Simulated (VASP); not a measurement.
Ba: single point with LDA

Ba:

```
Ba
1.0
    -2.37847    2.37847    2.37847
     2.37847   -2.37847    2.37847
     2.37847    2.37847   -2.37847
Ba
1
Direct
  0.00000 0.00000 0.00000
```

```
Program             : VASP 6.6.1
Task                : single point
Functional          : LDA
Potentials or basis : VASP PAW LDA potentials, release 64 (Ba_sv)
Cutoff              : 520 eV
k mesh              : 18 × 18 × 18
Occupations         : gaussian, width 0.1 eV
Spin                : no spin polarisation
```

- Pressure: 0.1 GPa
- Band gap on the k mesh: zero (bands 5 and 6 overlap by 1.38 eV)

Levels at points of the mesh, in eV from the Fermi level:
```tsv
k point	band 3	band 4	band 5	band 6	band 7	band 8
(0.00, 0.00, 0.00)	-13.41	-13.41	-2.79	1.94	1.94	1.94
(0.50, 0.00, 0.00)	-13.65	-13.41	-1.01	0.61	1.89	3.64
(0.50, 0.50, 0.50)	-13.93	-13.93	-0.77	-0.77	5.21	5.21
```

Wall time 36 s on 1 thread of Oxide Virtual Turin-like Processor, with other jobs on the host, peak memory 0.2 GiB.

Caveat: spin-orbit coupling is left out, which moves the levels of the heavy elements.
